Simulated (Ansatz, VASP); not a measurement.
**PbSe: VASP beside Ansatz**

The input INCAR:

```
PREC     = Accurate       # precision mode
ENCUT    = 520            # plane-wave cutoff, eV
EDIFF    = 1E-6           # SCF threshold, eV
ISMEAR   = -1             # smearing method
SIGMA    = 0.02           # smearing width, eV
LREAL    = F              # projectors in reciprocal space
LASPH    = T              # aspherical terms in the spheres
NELM     = 80             # most SCF steps
ALGO     = Normal         # electronic algorithm
ISIF     = 2              # what is computed and relaxed
LWAVE    = F              # write WAVECAR
LCHARG   = F              # write CHGCAR
GGA      = PE             # functional
NBANDS   = 17             # bands
```

File KPOINTS:

```
Automatic mesh
0
Gamma
  6 6 6
```

The input POSCAR:

```
PbSe
1.0
    0.0000000000      3.4232041378      3.4232041378
    3.4232041378      0.0000000000      3.4232041378
    3.4232041378      3.4232041378      0.0000000000
Pb Se
1 1
Direct
    0.0000000000      0.0000000000      0.0000000000
    0.2500000000      0.2500000000      0.2500000000
```

Input for Ansatz:

```yaml
crystal:
  lattice:
    - [0.0, 3.4232041378, 3.4232041378]
    - [3.4232041378, 0.0, 3.4232041378]
    - [3.4232041378, 3.4232041378, 0.0]
  atoms:
    - { symbol: Pb, position: [0.0, 0.0, 0.0] }
    - { symbol: Se, position: [0.25, 0.25, 0.25] }
kpoints:
  mp_grid: { grid: [6, 6, 6] }
  band_path:
    path:
      - [[0.0, 0.0, 0.0], [-0.5, -0.5, 3.024357762775e-17], [-0.375, -0.375, 0.25]]
      - [[-0.375, -3.347652258069e-17, 0.375], [0.0, 0.0, 0.0], [-7.951820287732e-17, -8.839209955905e-18, 0.5], [-0.5, -0.25, 0.25], [-0.5, -0.5, 3.024357762775e-17]]
    npoints: 10
hamiltonian:
  xc: pbe
scf:
  occupations: { method: fermi_dirac, width: 0.02 }
  n_extra_bands: 4
output:
  forces: true
  stress: true
  eigenvalues: true
```

Alike in both runs: task single point; functional PBE; k mesh 6 × 6 × 6; occupations fermi-dirac, width 0.02 eV; no spin polarisation.

|  | VASP | Ansatz |
| --- | --- | --- |
| version | VASP 6.6.1 | Ansatz 0.2.0 |
| potentials or method | VASP PAW PBE potentials, release 64 (Pb_d, Se) | plane waves, PAW |
| plane-wave cutoff (eV) | 520 | 420 |
| valence electrons in the cell | 20 | 30 |

VASP gave:

| Property | Result |
| --- | --- |
| gap on the k mesh at the Fermi level (eV) | 0.75 |
| pressure (GPa) | 0.7 |

Problem. What did Ansatz give for the same quantities?

Solution. gap on the k mesh at the Fermi level (eV): 0.75; pressure (GPa): 0.8.

With one functional, cell and mesh, what is left measures potentials, basis and numerics. VASP's potentials hold 20 valence electrons a cell and Ansatz's 30, so a difference there can come from the potentials and not from the codes.

Neither program's run includes spin-orbit coupling.
